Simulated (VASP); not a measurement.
## BaTe: single point with PBE

Crystal: BaTe.

```
Ba Te
1.0
     4.79512    0.00000    0.00000
    -2.39756    4.15270    0.00000
     0.00000    0.00000    8.41558
Ba Te
2 2
Cartesian
  0.0000 0.0000 0.0000
  0.0000 0.0000 4.2078
  0.0000 2.7685 2.1039
  2.3976 1.3842 6.3117
```

This cell differs from its parent crystal: volume changed by -6%.

| Item | Value |
| --- | --- |
| Program | VASP 6.6.1 |
| Task | single point |
| Functional | PBE |
| Potentials or basis | VASP PAW PBE potentials, release 64 (Ba_sv, Te) |
| Cutoff | 520 eV |
| k mesh | 6 × 6 × 4 |
| Occupations | gaussian, width 0.01 eV |
| Spin | no spin polarisation |

```
Pressure               : 2.4 GPa
Band gap on the k mesh : 1.56 eV, indirect (least direct gap 1.61 eV)
```

Stress tensor (GPa, compression positive):
```
2.32 0.00 0.00
0.00 2.32 0.00
0.00 0.00 2.67
```

Levels at points of the mesh, in eV from the valence-band top:
| k point | band 12 | band 13 | band 14 | band 15 | band 16 | band 17 | band 18 | band 19 | band 20 | band 21 |
| --- | --- | --- | --- | --- | --- | --- | --- | --- | --- | --- |
| (0.00, 0.00, 0.00) | -1.09 | -1.09 | -0.25 | 0.00 | 0.00 | 1.61 | 2.97 | 3.02 | 3.02 | 3.11 |
| (0.50, 0.00, 0.00) | -1.59 | -1.23 | -1.10 | -0.77 | -0.37 | 1.56 | 2.97 | 4.54 | 4.71 | 4.82 |
| (0.00, 0.00, 0.50) | -1.57 | -0.64 | -0.64 | -0.64 | -0.64 | 3.00 | 3.00 | 3.58 | 3.58 | 3.58 |
| (0.50, 0.00, 0.50) | -1.86 | -1.07 | -1.07 | -0.84 | -0.84 | 2.43 | 2.43 | 4.31 | 4.31 | 5.26 |

Wall time 66 s on 1 thread of Intel(R) Xeon(R) Platinum 8488C (Sapphire Rapids), on a shared host, peak memory 0.3 GiB.

Caveat: spin-orbit coupling is left out, which moves the levels of the heavy elements. A k mesh can miss the band edges.
